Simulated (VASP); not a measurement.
Here is a VASP 6.6.1 calculation.

INCAR

```
SYSTEM = NaH
  ALGO = Normal
  EDIFF = 1E-7
  ENCUT = 520
  ISIF = 2
  ISMEAR = 0
  LASPH = .True.
  LCHARG = .False.
  LREAL = .False.
  LWAVE = .False.
  NBANDS = 11
  NELM = 60
  PREC = Accurate
  SIGMA = 0.02
```

File KPOINTS:

```
k-points
0
Gamma
  6 6 6
  0 0 0
```

The input POSCAR:

```
NaH
1.0
    2.9551240000      0.0000000000      0.0000000000
    0.0000000000      2.9551240000      0.0000000000
    0.0000000000      0.0000000000      2.9551240000
Na H
1 1
Direct
    0.0000000000      0.0000000000      0.0000000000
    0.5000000000      0.5000000000      0.5000000000
```

Potentials or basis: VASP PAW LDA potentials, release 64 (Na_pv, H).

Command:

```console
$ cat potpaw_LDA.64/Na_pv/POTCAR potpaw_LDA.64/H/POTCAR > POTCAR
$ mpirun -np 1 vasp_std > vasp.out
```

Question: What does it give for the band gap on the k mesh?

Answer: 0.58 eV, indirect (least direct gap 4.14 eV).

Question: Predict the pressure.

Answer: -2.1 GPa.

A k mesh can miss the band edges.
